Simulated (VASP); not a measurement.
Crystal: As2Se.

```xyz
6
Lattice="-3.5294 3.5294 2.6536 3.5294 -3.5294 2.6536 3.5294 3.5294 -2.6536" Properties=species:S:1:pos:R:3 pbc="T T T"
As    0.0000    5.2941    0.6634
As    0.0000    1.7647    0.6634
As    1.7647    3.5294    1.9902
As   -1.7647    3.5294    1.9902
Se    0.0000    0.0000    2.6536
Se    3.5294    0.0000    1.3268
```

Program: VASP 6.6.1. Alike in all runs: task single point; potentials or basis VASP PAW PBE potentials, release 64 (As, Se); no spin polarisation; cell as given; cutoff (eV) 520.

Problem. Order these runs on this cell by their pressure, lowest first.
A. level PBEsol; k mesh 4 × 4 × 4; smearing gaussian 0.2 eV
B. level r2SCAN; k mesh 8 × 8 × 8; smearing gaussian 0.1 eV
C. level PBEsol+D3(BJ); k mesh 8 × 8 × 8; smearing gaussian 0.1 eV
D. level PBEsol; k mesh 1 × 1 × 1; smearing gaussian 0.1 eV

Solution. D (-19.3 GPa), C (-5.9 GPa), A (-3.6 GPa), B (-1.7 GPa).

Caveats: some runs use coarse meshes; the PAW data sets were made with another functional, which shifts forces and pressure a little; three body term missing (some runs); pairwise dispersion overbinds metals, which lowers pressure and volume (some runs).
